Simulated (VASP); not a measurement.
# In7GaAs8 (P1) in VASP: single point with PBEsol

Aim: the single point of In7GaAs8 with PBEsol.

Everything below comes from runs of VASP 6.6.1. Logs are shortened: lines on timing, memory, paths and dates and some standing lists are left out, and cuts for length are marked.

## (1) The cell of the first run

The typed cell holds 64 atoms: a = 12.067 Å, b = 12.067 Å, c = 12.067 Å, α = 90.00°, β = 90.00°, γ = 90.00°.

## (2) Single point, PBEsol

Input file INCAR:

```
SYSTEM = In7GaAs8
PREC = Accurate ; ENCUT = 500
EDIFF = 1E-6 ; ISMEAR = -1
SIGMA = 0.05 ; LREAL = Auto
LASPH = .TRUE. ; NELM = 120
ALGO = Normal ; ISIF = 2
LWAVE = .FALSE. ; LCHARG = .FALSE.
GGA = PS ; NBANDS = 326
ISYM = -1 ; GGA_COMPAT = .FALSE.
```

Input file KPOINTS:

```
explicit points
1
Reciprocal
  0.25000000   0.25000000   0.25000000 1
```

Input file POSCAR:

```
In7GaAs8
1.0
   12.0669229275      0.0000000000      0.0000000000
    0.0000000000     12.0669229275      0.0000000000
    0.0000000000      0.0000000000     12.0669229275
In As Ga
28 32 4
Direct
    0.0002810000      0.0024320000      0.9980500000
    0.9986590000      0.0054750000      0.5028980000
    0.0000400000      0.4984520000      0.9976560000
    0.9980740000      0.4968570000      0.5018060000
    0.5007200000      0.0013460000      0.9997080000
    0.5021880000      0.0023680000      0.5008550000
    0.4996630000      0.5005350000      0.0000730000
    0.5022490000      0.4987380000      0.5003420000
    0.2478530000      0.2523190000      0.9994820000
    0.2477700000      0.2532370000      0.4999530000
    0.2503710000      0.7477180000      0.0023670000
    0.2508400000      0.7480780000      0.4973390000
    0.7524590000      0.2532750000      0.9955910000
    0.7504860000      0.7477320000      0.9974730000
    0.7499840000      0.7481210000      0.5023620000
    0.2504810000      0.0002650000      0.2501660000
    0.2482430000      0.0024040000      0.7502560000
    0.2470870000      0.4973410000      0.7501950000
    0.7508880000      0.0028690000      0.2515150000
    0.7530700000      0.0050280000      0.7481140000
    0.7504350000      0.4978490000      0.2527600000
    0.0005450000      0.2527540000      0.2531630000
    0.0029480000      0.7486220000      0.2500010000
    0.9980550000      0.7474830000      0.7502320000
    0.5005260000      0.2526560000      0.2522470000
    0.5050850000      0.2525640000      0.7481090000
    0.4986500000      0.7478590000      0.2505540000
    0.5033090000      0.7482000000      0.7500060000
    0.1240080000      0.1258700000      0.1263930000
    0.1185530000      0.1345780000      0.6311720000
    0.1304560000      0.6170130000      0.1297230000
    0.1245400000      0.6243590000      0.6241770000
    0.6260720000      0.1285310000      0.1230960000
    0.6325580000      0.1321710000      0.6184620000
    0.6259630000      0.6237260000      0.1261120000
    0.6324170000      0.6168960000      0.6311100000
    0.3697760000      0.3808080000      0.1302340000
    0.3753590000      0.3753480000      0.6253010000
    0.3758500000      0.8752580000      0.1248420000
    0.3757910000      0.8747670000      0.6246670000
    0.8755130000      0.3753670000      0.1253330000
    0.8696520000      0.3690620000      0.6291280000
    0.8758770000      0.8748610000      0.1239260000
    0.8754600000      0.8752280000      0.6251290000
    0.3739500000      0.1258990000      0.3763900000
    0.3770030000      0.1282710000      0.8741210000
    0.3704950000      0.6165830000      0.3691280000
    0.3737300000      0.6241020000      0.8736830000
    0.8698390000      0.1340010000      0.3822590000
    0.8819970000      0.1322600000      0.8685890000
    0.8755840000      0.6248250000      0.3757430000
    0.8687060000      0.6163260000      0.8675830000
    0.1307760000      0.3831020000      0.3695700000
    0.1162830000      0.3676500000      0.8669710000
    0.1237390000      0.8778270000      0.3770100000
    0.1245320000      0.8728070000      0.8757120000
    0.6326910000      0.3687670000      0.3831690000
    0.6305920000      0.3826570000      0.8695380000
    0.6248350000      0.8737550000      0.3755240000
    0.6273490000      0.8777610000      0.8734320000
    0.7520820000      0.2518320000      0.5030640000
    0.2503580000      0.4994600000      0.2491260000
    0.7516830000      0.4949480000      0.7478290000
    0.9951420000      0.2518650000      0.7471680000
```

Potentials or basis: VASP PAW PBE potentials, release 64 (In_d, As, Ga_d).

Run with:

```
cat potpaw_PBE.64/In_d/POTCAR potpaw_PBE.64/As/POTCAR potpaw_PBE.64/Ga_d/POTCAR > POTCAR
mpirun -np 1 vasp_std > vasp.out
```

OUTCAR:

```text
SYSTEM = In7GaAs8
   PREC = Accurate
   ENCUT = 500
   EDIFF = 1E-6
   ISMEAR = -1
   LREAL = Auto
   LASPH = .TRUE.
   NELM = 120
   ISIF = 2
   GGA = PS
   ISYM = -1

 ion  position               nearest neighbor table
   1  0.000  0.002  0.998-  29 2.62  56 2.62  43 2.63  50 2.63
   2  0.999  0.005  0.503-  44 2.62  30 2.63  49 2.63  55 2.64
   3  0.000  0.498  0.998-  41 2.61  54 2.64  52 2.65  31 2.66
   4  0.998  0.497  0.502-  32 2.62  51 2.62  53 2.64  42 2.67
   5  0.501  0.001  1.000-  33 2.62  39 2.62  46 2.62  60 2.62
   6  0.502  0.002  0.501-  45 2.62  59 2.62  40 2.63  34 2.63
[... 56 lines left out ...]
  63  0.752  0.495  0.748-  58 2.48  36 2.49  52 2.50  42 2.53
  64  0.995  0.252  0.747-  50 2.47  54 2.49  30 2.49  42 2.51

IMPORTANT INFORMATION: All symmetrisations will be switched off!
NOSYMM: (Re-)initialisation of all symmetry stuff for point group C_1.

----------------------------------------------------------------------------------------

                                     Primitive cell

  volume of cell :    1757.0722

  direct lattice vectors                    reciprocal lattice vectors
    12.066922928  0.000000000  0.000000000     0.082871168  0.000000000  0.000000000
     0.000000000 12.066922928  0.000000000     0.000000000  0.082871168  0.000000000
     0.000000000  0.000000000 12.066922928     0.000000000  0.000000000  0.082871168

  length of vectors
    12.066922928 12.066922928 12.066922928     0.082871168  0.082871168  0.082871168

  position of ions in fractional coordinates (direct lattice)
     0.000281000  0.002432000  0.998050000
     0.998659000  0.005475000  0.502898000
     0.000040000  0.498452000  0.997656000
     0.998074000  0.496857000  0.501806000
     0.500720000  0.001346000  0.999708000
     0.502188000  0.002368000  0.500855000
[... 56 lines left out ...]
     0.751683000  0.494948000  0.747829000
     0.995142000  0.251865000  0.747168000

  ion indices of the primitive-cell ions
   primitive index   ion index
                 1           1
                 2           2
                 3           3
                 4           4
                 5           5
                 6           6
[... 56 lines left out ...]
                63          63
                64          64

----------------------------------------------------------------------------------------

 KPOINTS: explicit points

Read explicit list of k-points.

 Found      1 k-points:

 Following reciprocal coordinates:
            Coordinates               Weight
  0.250000  0.250000  0.250000      1.000000
   k-points           NKPTS =      1   k-points in BZ     NKDIM =      1   number of bands    NBANDS=    326
   number of dos      NEDOS =    301   number of ions     NIONS =     64
   total plane-waves  NPLWV = 729000
   dimension x,y,z NGX =    90 NGY =   90 NGZ =   90
   dimension x,y,z NGXF=   180 NGYF=  180 NGZF=  180
   ions per type =              28  32   4
   NGX,Y,Z   is equivalent  to a cutoff of  12.40, 12.40, 12.40 a.u.
   NGXF,Y,Z  is equivalent  to a cutoff of  24.80, 24.80, 24.80 a.u.
 SYSTEM =  In7GaAs8
   PREC   = accura    normal or accurate (medium, high low for compatibility)
   ISTART =      0    job   : 0-new  1-cont  2-samecut
   ICHARG =      2    charge: 1-file 2-atom 10-const
   ISPIN  =      1    spin polarized calculation?
   LNONCOLLINEAR =      F non collinear calculations
   LSORBIT =      F    spin-orbit coupling
   LASPH  =      T    aspherical Exc in radial PAW
   ENCUT  =  500.0 eV  36.75 Ry    6.06 a.u.  22.00 22.00 22.00*2*pi/ulx,y,z
   NELM   =    120;   NELMIN=  2; NELMDL= -5     # of ELM steps
   EDIFF  = 0.1E-05   stopping-criterion for ELM
   LREAL  =      T    real-space projection
   EDIFFG = 0.1E-04   stopping-criterion for IOM
   NSW    =      0    number of steps for IOM
   IBRION =     -1    ionic relax: 0-MD 1-quasi-New 2-CG
   NFREE  =      0    steps in history (QN), initial steepest desc. (CG)
   ISIF   =      2    stress and relaxation
   ISYM   =     -1    0-nonsym 1-usesym 2-fastsym
   POTIM  = 0.5000    time-step for ionic-motion
   TEBEG  =    0.0;   TEEND  =   0.0 temperature during run
   PSTRESS=    0.0 pullay stress
   NELECT =     576.0000    total number of electrons
   NUPDOWN=      -1.0000    fix difference up-down
   EMIN   =  10.00;   EMAX   =-10.00  energy-range for DOS
   EFERMI =   0.00;   METHOD = LEGACY
   ISMEAR =    -1;   SIGMA  =   0.05  broadening in eV -4-tet -1-fermi 0-gaus
   EFERMI_NEDOS =   21; number of points for ismear=-14 and -15
   IALGO  =     38    algorithm
   IMIX   =      4    mixing-type and parameters
     AMIX     =   0.40;   BMIX     =  1.00
     AMIX_MAG =   1.60;   BMIX_MAG =  1.00
  volume/ion in A,a.u.               =      27.45       185.27
  Fermi-wavevector in a.u.,A,eV,Ry     =   1.128806  2.133133 17.336569  1.274202
  Thomas-Fermi vector in A             =   2.265497
   LORBIT       =      0    0 simple, 1 ext, 2 COOP (PROOUT), +10 PAW based schemes
   GGA     = PS    functional components
   LHFCALC =     F    Hartree Fock is set to
   AEXX    =    0.0000 exact exchange contribution
   IVDW    =     0    specifies the selected vdW correction
   LEPSILON=     F    determine dielectric tensor
   LRPA    =     F    only Hartree local field effects (RPA)
 non-spin polarized calculation
  energy-cutoff  :      500.00
  volume of cell :     1757.07
 maximum number of plane-waves:     44641
 NGX is ok and might be reduce to    90
   NGX = 45   NGY = 45   NGZ = 45

 number of electron     575.9999976 magnetization

 Free energy of the ion-electron system (eV)
  ---------------------------------------------------
  ext. energy  EPLUGINS =         0.00000000
  ---------------------------------------------------
  free energy    TOTEN  =      -273.55358112 eV

  energy without entropy =     -273.55348819  energy(sigma->0) =     -273.55353465

 E-fermi :   4.5138     XC(G=0):  -9.2670

 val. band max:        3.9754293108   @ k =   0.2500   0.2500   0.2500
 cond. band min:       5.0214041107   @ k =   0.2500   0.2500   0.2500
 fundamental gap:      1.0459747999
 Fermi energy:         4.5138147448

 k-point     1 :       0.2500    0.2500    0.2500
  band No.  band energies     occupation
      1     -10.6492      2.00000
      2     -10.6447      2.00000
      3     -10.6373      2.00000
      4     -10.6304      2.00000
      5     -10.6221      2.00000
      6     -10.6204      2.00000
[... 292 lines left out ...]
    299       6.0845      0.00000
    300       6.2199      0.00000
 [bands above 300 left out]

------------------------ aborting loop because EDIFF is reached ----------------------------------------

  FORCE on cell =-STRESS in cart. coord.  units (eV):
  Direction    XX          YY          ZZ          XY          YZ          ZX
  --------------------------------------------------------------------------------------
  -------------------------------------------------------------------------------------
  Total        0.8257994      0.9598816      0.8289786     -5.4857194     -5.7005159     -5.7057459
  in kB        0.7530009      0.8752631      0.7558999     -5.0021252     -5.1979863     -5.2027552
  external PRESSURE =       0.7947213 kB  Pullay stress =       0.0000000 kB

 VOLUME and BASIS-vectors are now :
 -----------------------------------------------------------------------------
  energy-cutoff  :      500.00
  volume of cell :     1757.07
      direct lattice vectors                 reciprocal lattice vectors
    12.066922928  0.000000000  0.000000000     0.082871168  0.000000000  0.000000000
     0.000000000 12.066922928  0.000000000     0.000000000  0.082871168  0.000000000
     0.000000000  0.000000000 12.066922928     0.000000000  0.000000000  0.082871168

 POSITION                                       TOTAL-FORCE (eV/Angst)
 -----------------------------------------------------------------------------------
      0.00339      0.02935     12.04339         0.019734     -0.010411      0.004465
     12.05074      0.06607      6.06843        -0.007595     -0.003480      0.011285
      0.00048      6.01478     12.03864         0.004179      0.000992     -0.008479
     12.04368      5.99554      6.05525         0.000942     -0.007921      0.006486
      6.04215      0.01624     12.06340         0.017532     -0.002039      0.001918
      6.05986      0.02857      6.04378        -0.000502     -0.007271      0.005733
[... 56 lines left out ...]
      9.07050      5.97250      9.02399         0.029987     -0.008138     -0.026233
     12.00830      3.03924      9.01602         0.005177      0.018288     -0.019394
 -----------------------------------------------------------------------------------
    total drift:                               -0.018737      0.022744      0.009737

  FREE ENERGIE OF THE ION-ELECTRON SYSTEM (eV)
  ---------------------------------------------------
  free  energy   TOTEN  =      -273.5535811161 eV

  energy  without entropy=     -273.5534881892  energy(sigma->0) =     -273.55353465
```

Run time: 45 min. Hardware: 1 thread of Intel Xeon 8259CL, shared host; peak memory 1.5 GiB.

Results:

| Quantity | Value |
| --- | --- |
| Free energy | -273.5536 eV |
| Pressure | 0.1 GPa |
| Largest force | 0.041 eV/Å |
| Band gap on the k mesh | 1.05 eV |

Forces in eV/Å, atoms in the order of the input:
```
In   0.020 -0.010  0.004
In  -0.008 -0.003  0.011
In   0.004  0.001 -0.008
In   0.001 -0.008  0.006
In   0.018 -0.002  0.002
In  -0.001 -0.007  0.006
In  -0.008  0.022  0.006
In   0.013 -0.003  0.006
In   0.003  0.002  0.008
In   0.001  0.003  0.000
In   0.001  0.011  0.007
In   0.003  0.020  0.009
In  -0.001  0.003 -0.006
In   0.009  0.010  0.005
In   0.009  0.011  0.005
In  -0.016  0.003  0.009
In   0.004  0.006 -0.002
In   0.008  0.005 -0.004
In   0.000 -0.012 -0.002
In  -0.010 -0.009 -0.003
In   0.007  0.004  0.001
In   0.006  0.012 -0.007
In  -0.006  0.014  0.006
In   0.008  0.011  0.003
In  -0.005 -0.001  0.013
In   0.005  0.002 -0.009
In   0.005  0.005 -0.004
In  -0.005  0.004 -0.002
As   0.007  0.000 -0.012
As  -0.008 -0.002 -0.001
As  -0.001  0.014 -0.014
As  -0.005 -0.010  0.008
As  -0.007 -0.011  0.003
As  -0.023 -0.015  0.016
As  -0.004  0.005 -0.005
As  -0.016  0.006 -0.011
As   0.002 -0.003 -0.005
As  -0.005 -0.005 -0.002
As  -0.007 -0.001  0.001
As   0.003  0.010 -0.008
As   0.003 -0.007 -0.006
As  -0.014 -0.007  0.007
As  -0.010  0.007  0.004
As   0.002  0.006 -0.006
As   0.014  0.001 -0.010
As  -0.007 -0.004  0.005
As  -0.018 -0.013 -0.020
As   0.011 -0.015  0.005
As   0.004  0.003  0.011
As  -0.011  0.001  0.012
As   0.002 -0.016 -0.003
As  -0.005 -0.011 -0.004
As  -0.006 -0.022  0.017
As  -0.004 -0.011 -0.001
As   0.005 -0.010 -0.015
As  -0.008  0.002 -0.014
As  -0.010  0.010 -0.012
As  -0.001 -0.020  0.017
As  -0.004 -0.008 -0.001
As  -0.014  0.002  0.004
Ga   0.018  0.021  0.023
Ga   0.015 -0.001  0.006
Ga   0.030 -0.008 -0.026
Ga   0.005  0.018 -0.019
```

Levels at points of the mesh, in eV from the valence-band top:
| k point | band 286 | band 287 | band 288 | band 289 | band 290 | band 291 |
| --- | --- | --- | --- | --- | --- | --- |
| (0.25, 0.25, 0.25) | -0.38 | 0.00 | 0.00 | 1.05 | 1.22 | 1.86 |

Caveat: the PAW data sets were made with another functional, which shifts forces and pressure a little; spin-orbit coupling is left out, which moves the levels of the heavy elements; a shifted mesh leaves out Γ, where band edges can lie.
